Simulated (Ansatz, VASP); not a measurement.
# One calculation of Ge, two programs

Contents of POSCAR:

```
Ge
1.0
    2.9845786197      0.0000000000      0.0000000000
   -1.4922893098      2.5847209042      0.0000000000
    0.0000000000      0.0000000000      9.3806729222
Ge
4
Direct
    1.0000000000      0.0000000000      1.0000000000
    1.0000000000      0.0000000000      0.5000000000
    0.3333333333      0.6666666667      0.2500000000
    0.6666666667      0.3333333333      0.7500000000
```

File INCAR.step1:

```
SYSTEM = Ge
ALGO = Normal
EDIFF = 1E-4
ENCUT = 520
GGA = PE
ISMEAR = -1
LASPH = .TRUE.
LCHARG = .FALSE.
LREAL = .FALSE.
LWAVE = .TRUE.
NBANDS = 36
NELM = 100
PREC = Accurate
SIGMA = 0.1
```

The input INCAR.step2:

```
SYSTEM = Ge
ALGO = Normal
EDIFF = 1E-6
ENCUT = 520
ISIF = 2
ISMEAR = -1
ISTART = 1
LASPH = .TRUE.
LCHARG = .TRUE.
LELF = .TRUE.
LMIXTAU = .TRUE.
LREAL = .FALSE.
LVHAR = .TRUE.
LWAVE = .FALSE.
METAGGA = R2SCAN
NBANDS = 36
NELM = 100
PREC = Accurate
SIGMA = 0.1
```

KPOINTS

```
k-points
0
G
  13 13 4
  0 0 0
```

Input for Ansatz:

```yaml
crystal:
  lattice:
    - [2.9845786197, 0.0, 0.0]
    - [-1.4922893098, 2.5847209042, 0.0]
    - [0.0, 0.0, 9.3806729222]
  atoms:
    - { symbol: Ge, position: [1.0, 0.0, 1.0] }
    - { symbol: Ge, position: [1.0, 0.0, 0.5] }
    - { symbol: Ge, position: [0.3333333333, 0.6666666667, 0.25] }
    - { symbol: Ge, position: [0.6666666667, 0.3333333333, 0.75] }
hamiltonian:
  xc: r2scan
  pseudopotentials:
    kind: paw
    azcp:
      Ge: "pseudopotentials/Ge.paw.azcp"
basis:
  ecutwfc: 500
  fft_grid_basis: typed
kpoints:
  mp_grid: { grid: [13, 13, 4], shift: [0, 0, 0] }
magnetization:
  spin_polarized: false
scf:
  occupations: { method: fermi_dirac, width: 0.1 }
  lower_state_search: "off"
output:
  stress: true
```

Alike in both runs: task single point; functional r2SCAN; k mesh 13 × 13 × 4; occupations fermi-dirac, width 0.1 eV; no spin polarisation.

|  | VASP | Ansatz |
| --- | --- | --- |
| version | VASP 6.6.1 | Ansatz 0.2.0 |
| potentials or method | VASP PAW PBE potentials, release 64 (Ge_d), cutoff 520 eV | plane waves (500 eV) with PAW, scalar-relativistic |
| valence electrons in the cell | 56 | 56 |

|  | VASP | Ansatz | Ansatz less VASP |
| --- | --- | --- | --- |
| pressure (GPa) | 3.1 | 3.3 | +0.18 |
| traceless stress, the component that is largest in VASP (GPa) | 1.58 | 1.54 | -0.041 |

VASP's potentials were made for PBE, not for r2SCAN.
